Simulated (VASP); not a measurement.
# Si2W (I4/mmm) in VASP: notebook

The runs below take Si2W through single point, with PBEsol.

Everything below comes from runs of VASP 6.6.1. Logs are shortened: lines on timing, memory, paths and dates and some standing lists are left out, and cuts for length are marked.

### Step 1. The cell of the first run

Symmetry: I4/mmm, No. 139, tetragonal system. Conventional cell: a = 3.233 Å, b = 3.233 Å, c = 7.932 Å, α = 90.00°, β = 90.00°, γ = 90.00°. Within 3.5 Å of Si (site symmetry 4mm) lie 9 Si at 2.64 to 3.23 Å and 5 W at 2.64 Å. W (site symmetry 4/mmm) has 10 Si at 2.64 Å and 4 W at 3.23 Å within 3.5 Å.

### Step 2. Single point, PBEsol (13.82 Å³/atom)

INCAR reads:

```
SYSTEM = Si2W
  ALGO = Normal
  EDIFF = 1E-7
  ENCUT = 520
  GGA = PS
  ISIF = 2
  ISMEAR = -1
  LASPH = .True.
  LCHARG = .False.
  LREAL = .False.
  LWAVE = .False.
  NBANDS = 18
  NELM = 60
  PREC = Accurate
  SIGMA = 0.03
```

KPOINTS reads:

```
k-points
0
Gamma
  18 18 18
  0 0 0
```

POSCAR reads:

```
Si2W
1.0
   -1.6166360716      1.6166360716      3.9660934757
    1.6166360716     -1.6166360716      3.9660934757
    1.6166360716      1.6166360716     -3.9660934757
Si W
2 1
Direct
    0.3330000000      0.3330000000      0.0000000000
    0.6670000000      0.6670000000      0.0000000000
    0.0000000000      0.0000000000      0.0000000000
```

Potentials or basis: VASP PAW PBE potentials, release 64 (Si, W_sv).

Command:

```sh
> cat potpaw_PBE.64/Si/POTCAR potpaw_PBE.64/W_sv/POTCAR > POTCAR
> mpirun -np 1 vasp_std > vasp.out
```

OUTCAR:

```text
SYSTEM = Si2W
   EDIFF = 1E-7
   ENCUT = 520
   GGA = PS
   ISIF = 2
   ISMEAR = -1
   LASPH = .True.
   LREAL = .False.
   NELM = 60
   PREC = Accurate

 ion  position               nearest neighbor table
   1  0.333  0.333  0.000-   2 2.64   2 2.64   2 2.64   2 2.64   3 2.64   3 2.64   3 2.64   3 2.64
                             3 2.64   2 2.65
   2  0.667  0.667  0.000-   1 2.64   1 2.64   1 2.64   1 2.64   3 2.64   3 2.64   3 2.64   3 2.64
                             3 2.64   1 2.65
   3  0.000  0.000  0.000-   1 2.64   2 2.64   2 2.64   1 2.64   2 2.64   2 2.64   2 2.64   1 2.64
                             1 2.64   1 2.64

  LATTYP: Found a body centered tetragonal cell.
 ALAT       =     3.2332721432
 C/A-ratio  =     2.4533001245

  Lattice vectors:

 A1 = (  -1.6166360716,   1.6166360716,   3.9660934757)
 A2 = (   1.6166360716,  -1.6166360716,   3.9660934757)
 A3 = (   1.6166360716,   1.6166360716,  -3.9660934757)

Analysis of symmetry for initial positions (statically):
=====================================================================
 Subroutine PRICEL returns:
 Original cell was already a primitive cell.

 Routine SETGRP: Setting up the symmetry group for a
 body centered tetragonal supercell.

 Subroutine GETGRP returns: Found 16 space group operations
 (whereof 16 operations were pure point group operations)
 out of a pool of 16 trial point group operations.

The static configuration has the point symmetry D_4h.

Analysis of symmetry for dynamics (positions and initial velocities):
=====================================================================
 Subroutine PRICEL returns:
 Original cell was already a primitive cell.

 Routine SETGRP: Setting up the symmetry group for a
 body centered tetragonal supercell.

 Subroutine GETGRP returns: Found 16 space group operations
 (whereof 16 operations were pure point group operations)
 out of a pool of 16 trial point group operations.

The dynamic configuration has the point symmetry D_4h.

 Subroutine INISYM returns: Found 16 space group operations
 (whereof 16 operations are pure point group operations),
 and found     1 'primitive' translations

----------------------------------------------------------------------------------------

                                     Primitive cell

  volume of cell :      41.4617

  direct lattice vectors                    reciprocal lattice vectors
    -1.616636072  1.616636072  3.966093476     0.000000000  0.309284204  0.126068637
     1.616636072 -1.616636072  3.966093476     0.309284204  0.000000000  0.126068637
     1.616636072  1.616636072 -3.966093476     0.309284204  0.309284204  0.000000000

  length of vectors
     4.577873069  4.577873069  4.577873069     0.333991048  0.333991048  0.437393915

  position of ions in fractional coordinates (direct lattice)
     0.333000000  0.333000000  0.000000000
     0.667000000  0.667000000  0.000000000
     0.000000000  0.000000000  0.000000000

  ion indices of the primitive-cell ions
   primitive index   ion index
                 1           1
                 2           2
                 3           3

----------------------------------------------------------------------------------------

 KPOINTS: k-points

Automatic generation of k-mesh.
 Grid dimensions read from file:
 generate k-points for:   18   18   18

 Generating k-lattice:

  Cartesian coordinates                     Fractional coordinates (reciprocal lattice)
     0.000000000  0.017182456  0.007003813     0.055555556 -0.000000000  0.000000000
     0.017182456  0.000000000  0.007003813    -0.000000000  0.055555556  0.000000000
     0.017182456  0.017182456  0.000000000     0.000000000  0.000000000  0.055555556

  Length of vectors
     0.018555058  0.018555058  0.024299662

  Shift w.r.t. Gamma in fractional coordinates (k-lattice)
     0.000000000  0.000000000  0.000000000

 Subroutine IBZKPT returns following result:
 ===========================================

 Found    480 irreducible k-points:

 Following reciprocal coordinates:
            Coordinates               Weight
  0.000000  0.000000  0.000000      1.000000
  0.055556 -0.000000  0.000000      8.000000
  0.111111 -0.000000  0.000000      8.000000
  0.166667 -0.000000  0.000000      8.000000
  0.222222 -0.000000  0.000000      8.000000
  0.277778  0.000000  0.000000      8.000000
[... 16 lines left out ...]
 -0.277778  0.055556  0.000000     16.000000
 -0.222222  0.055556 -0.000000     16.000000
 [... further k-points ...]
   k-points           NKPTS =    480   k-points in BZ     NKDIM =    480   number of bands    NBANDS=     18
   number of dos      NEDOS =    301   number of ions     NIONS =      3
   total plane-waves  NPLWV =  46656
   dimension x,y,z NGX =    36 NGY =   36 NGZ =   36
   dimension x,y,z NGXF=    72 NGYF=   72 NGZF=   72
   ions per type =               2   1
   NGX,Y,Z   is equivalent  to a cutoff of  13.07, 13.07, 13.07 a.u.
   NGXF,Y,Z  is equivalent  to a cutoff of  26.15, 26.15, 26.15 a.u.
 SYSTEM =  Si2W
   PREC   = accura    normal or accurate (medium, high low for compatibility)
   ISTART =      0    job   : 0-new  1-cont  2-samecut
   ICHARG =      2    charge: 1-file 2-atom 10-const
   ISPIN  =      1    spin polarized calculation?
   LNONCOLLINEAR =      F non collinear calculations
   LSORBIT =      F    spin-orbit coupling
   LASPH  =      T    aspherical Exc in radial PAW
   ENCUT  =  520.0 eV  38.22 Ry    6.18 a.u.   8.51  8.51  8.51*2*pi/ulx,y,z
   NELM   =     60;   NELMIN=  2; NELMDL= -5     # of ELM steps
   EDIFF  = 0.1E-06   stopping-criterion for ELM
   LREAL  =      F    real-space projection
   EDIFFG = 0.1E-05   stopping-criterion for IOM
   NSW    =      0    number of steps for IOM
   IBRION =     -1    ionic relax: 0-MD 1-quasi-New 2-CG
   NFREE  =      0    steps in history (QN), initial steepest desc. (CG)
   ISIF   =      2    stress and relaxation
   ISYM   =      2    0-nonsym 1-usesym 2-fastsym
   POTIM  = 0.5000    time-step for ionic-motion
   TEBEG  =    0.0;   TEEND  =   0.0 temperature during run
   PSTRESS=    0.0 pullay stress
   NELECT =      22.0000    total number of electrons
   NUPDOWN=      -1.0000    fix difference up-down
   EMIN   =  10.00;   EMAX   =-10.00  energy-range for DOS
   EFERMI =   0.00;   METHOD = LEGACY
   ISMEAR =    -1;   SIGMA  =   0.03  broadening in eV -4-tet -1-fermi 0-gaus
   EFERMI_NEDOS =   21; number of points for ismear=-14 and -15
   IALGO  =     38    algorithm
   IMIX   =      4    mixing-type and parameters
     AMIX     =   0.40;   BMIX     =  1.00
     AMIX_MAG =   1.60;   BMIX_MAG =  1.00
  volume/ion in A,a.u.               =      13.82        93.27
  Fermi-wavevector in a.u.,A,eV,Ry     =   1.325358  2.504564 23.899641  1.756574
  Thomas-Fermi vector in A             =   2.454825
   LORBIT       =      0    0 simple, 1 ext, 2 COOP (PROOUT), +10 PAW based schemes
   GGA     = PS    functional components
   LHFCALC =     F    Hartree Fock is set to
   AEXX    =    0.0000 exact exchange contribution
   IVDW    =     0    specifies the selected vdW correction
   LEPSILON=     F    determine dielectric tensor
   LRPA    =     F    only Hartree local field effects (RPA)
 non-spin polarized calculation
  energy-cutoff  :      520.00
  volume of cell :       41.46
 maximum number of plane-waves:      1144
 NGX is ok and might be reduce to    36
   NGX = 17   NGY = 17   NGZ = 17

 number of electron      22.0000001 magnetization

 Free energy of the ion-electron system (eV)
  ---------------------------------------------------
  ext. energy  EPLUGINS =         0.00000000
  ---------------------------------------------------
  free energy    TOTEN  =       -26.60395647 eV

  energy without entropy =      -26.60322177  energy(sigma->0) =      -26.60358912

 E-fermi :  11.5095     XC(G=0): -12.4895

 val. band max:       11.5017641845   @ k =   0.2778   0.2778   0.2222
 cond. band min:      11.5451508144   @ k =   0.2778   0.2222   0.2222
 fundamental gap:      0.0433866300
 Fermi energy:        11.5094677691

 k-point     1 :       0.0000    0.0000    0.0000
  band No.  band energies     occupation
      1     -62.3578      2.00000
      2     -26.6117      2.00000
      3     -26.5746      2.00000
      4     -26.5746      2.00000
      5      -2.3712      2.00000
      6       4.8332      2.00000
[... 10 lines left out ...]
     17      16.9570      0.00000
     18      16.9570      0.00000

 k-point     2 :       0.0556   -0.0000    0.0000
  band No.  band energies     occupation
      1     -62.3576      2.00000
      2     -26.6112      2.00000
      3     -26.5807      2.00000
      4     -26.5740      2.00000
      5      -2.3135      2.00000
      6       4.8357      2.00000
[... 10 lines left out ...]
     17      16.9682      0.00000
     18      17.1908      0.00000

 k-point     3 :       0.1111   -0.0000    0.0000
  band No.  band energies     occupation
      1     -62.3570      2.00000
      2     -26.6099      2.00000
      3     -26.5984      2.00000
      4     -26.5724      2.00000
      5      -2.1416      2.00000
      6       4.8333      2.00000
[... 10 lines left out ...]
     17      17.0551      0.00000
     18      17.7639      0.00000

 k-point     4 :       0.1667   -0.0000    0.0000
  band No.  band energies     occupation
      1     -62.3561      2.00000
      2     -26.6255      2.00000
      3     -26.6077      2.00000
      4     -26.5700      2.00000
      5      -1.8592      2.00000
      6       4.7917      2.00000
[... 375 lines left out ...]
      4     -26.5666      2.00000
      5      -0.4563      2.00000
      6       3.9149      2.00000
[... 10 lines left out ...]
     17      18.6038      0.00000
     18      19.6302      0.00000

 k-point    23 :      -0.2778    0.0556    0.0000
  band No.  band energies     occupation
      1     -62.3536      2.00000
      2     -26.6926      2.00000
      3     -26.6013      2.00000
      4     -26.5697      2.00000
      5      -1.0134      2.00000
      6       4.5061      2.00000
[... 10 lines left out ...]
     17      18.3826      0.00000
     18      19.4265      0.00000

 k-point    24 :      -0.2222    0.0556   -0.0000
  band No.  band energies     occupation
      1     -62.3548      2.00000
      2     -26.6578      2.00000
      3     -26.6041      2.00000
      4     -26.5729      2.00000
      5      -1.4822      2.00000
      6       4.9114      2.00000
[... 10 lines left out ...]
     17      17.7022      0.00000
     18      19.5650      0.00000

 [... further k-points ...]

------------------------ aborting loop because EDIFF is reached ----------------------------------------

  FORCE on cell =-STRESS in cart. coord.  units (eV):
  Direction    XX          YY          ZZ          XY          YZ          ZX
  --------------------------------------------------------------------------------------
  -------------------------------------------------------------------------------------
  Total       -1.6448239     -1.6448239     -2.4705107      0.0000000      0.0000000      0.0000000
  in kB      -63.5598003    -63.5598003    -95.4662487      0.0000000      0.0000000      0.0000000
  external PRESSURE =     -74.1952831 kB  Pullay stress =       0.0000000 kB

 VOLUME and BASIS-vectors are now :
 -----------------------------------------------------------------------------
  energy-cutoff  :      520.00
  volume of cell :       41.46
      direct lattice vectors                 reciprocal lattice vectors
    -1.616636072  1.616636072  3.966093476     0.000000000  0.309284204  0.126068637
     1.616636072 -1.616636072  3.966093476     0.309284204  0.000000000  0.126068637
     1.616636072  1.616636072 -3.966093476     0.309284204  0.309284204  0.000000000

 POSITION                                       TOTAL-FORCE (eV/Angst)
 -----------------------------------------------------------------------------------
      0.00000      0.00000      2.64142         0.000000      0.000000      0.311586
      0.00000      0.00000      5.29077        -0.000000     -0.000000     -0.311586
      0.00000      0.00000      0.00000         0.000000      0.000000     -0.000000
 -----------------------------------------------------------------------------------
    total drift:                                0.000000      0.000000     -0.000000

  FREE ENERGIE OF THE ION-ELECTRON SYSTEM (eV)
  ---------------------------------------------------
  free  energy   TOTEN  =       -26.6039564717 eV

  energy  without entropy=      -26.6032217727  energy(sigma->0) =      -26.60358912
```

It took 4.3 min on 1 thread of Intel Xeon 6975P-C (Granite Rapids), shared host; peak memory 0.46 GiB.

Results:

| Item | Value |
| --- | --- |
| Free energy | -26.6040 eV |
| Pressure | -7.4 GPa |
| Largest force | 0.312 eV/Å |
| Band gap on the k mesh | zero (bands 11 and 12 overlap by 1.31 eV) |

Forces in eV/Å, atoms in the order of the input:
```
Si   0.000  0.000  0.312
Si   0.000  0.000 -0.312
W    0.000  0.000  0.000
```

Caveat: the cell stands under tension; the PAW data sets were made with another functional, which shifts forces and pressure a little; spin-orbit coupling is left out, which moves the levels of the heavy elements.

### Step 3. Single point, PBEsol (14.36 Å³/atom)

This run uses another cell than the first one, of 14.36 Å³/atom.

INCAR reads:

```
ALGO = Normal ; EDIFF = 1E-6
ENCUT = 520 ; GGA = PS
ISIF = 2 ; ISMEAR = -1
LASPH = T ; LCHARG = T
LELF = T ; LREAL = F
LVHAR = T ; LWAVE = F
NBANDS = 18 ; NELM = 60
PREC = Accurate ; SIGMA = 0.03
```

KPOINTS reads:

```
k-points
0
Gamma
  18 18 18
```

POSCAR reads:

```
Si2W
1.0
   -1.6374981928      1.6374981928      4.0172745203
    1.6374981928     -1.6374981928      4.0172745203
    1.6374981928      1.6374981928     -4.0172745203
Si W
2 1
Direct
    0.3330000000      0.3330000000      0.0000000000
    0.6670000000      0.6670000000      0.0000000000
    0.0000000000      0.0000000000      0.0000000000
```

Potentials or basis: VASP PAW PBE potentials, release 64 (Si, W_sv).

Command:

```sh
> cat potpaw_PBE.64/Si/POTCAR potpaw_PBE.64/W_sv/POTCAR > POTCAR
> mpirun -np 1 vasp_std > vasp.out
```

Wall time 4.3 min (1 thread of Intel Xeon 6975P-C (Granite Rapids), shared host); peak memory 0.46 GiB.

The run converged. Its results:

```yaml
Free_energy: -26.4915 eV
Pressure: -14.6 GPa
Largest_force: 0.379 eV/Å
Band_gap_on_the_k_mesh: zero (bands 11 and 12 overlap by 1.25 eV)
```

Forces on the atoms (eV/Å):
```
Si   0.000  0.000  0.379
Si   0.000  0.000 -0.379
W    0.000  0.000  0.000
```

Stress tensor (GPa, compression positive):
```
-13.29   0.00   0.00
  0.00 -13.29   0.00
  0.00   0.00 -17.19
```

Levels at points of the mesh, in eV from the Fermi level:
| k point | band 8 | band 9 | band 10 | band 11 | band 12 | band 13 | band 14 | band 15 |
| --- | --- | --- | --- | --- | --- | --- | --- | --- |
| (0.00, 0.00, 0.00) | -3.02 | -2.66 | -2.66 | 0.64 | 2.36 | 3.07 | 3.07 | 3.08 |
| (0.50, 0.00, 0.00) | -4.62 | -2.59 | -2.51 | -0.35 | 2.48 | 2.67 | 3.78 | 3.86 |
| (0.50, 0.50, 0.00) | -5.53 | -4.79 | -3.03 | -1.63 | 2.45 | 2.72 | 2.84 | 3.56 |
| (0.50, 0.50, 0.50) | -2.47 | -0.81 | -0.81 | -0.46 | -0.46 | 0.79 | 4.11 | 4.17 |

Caveat: the cell stands under tension; the PAW data sets were made with another functional, which shifts forces and pressure a little; spin-orbit coupling is left out, which moves the levels of the heavy elements.
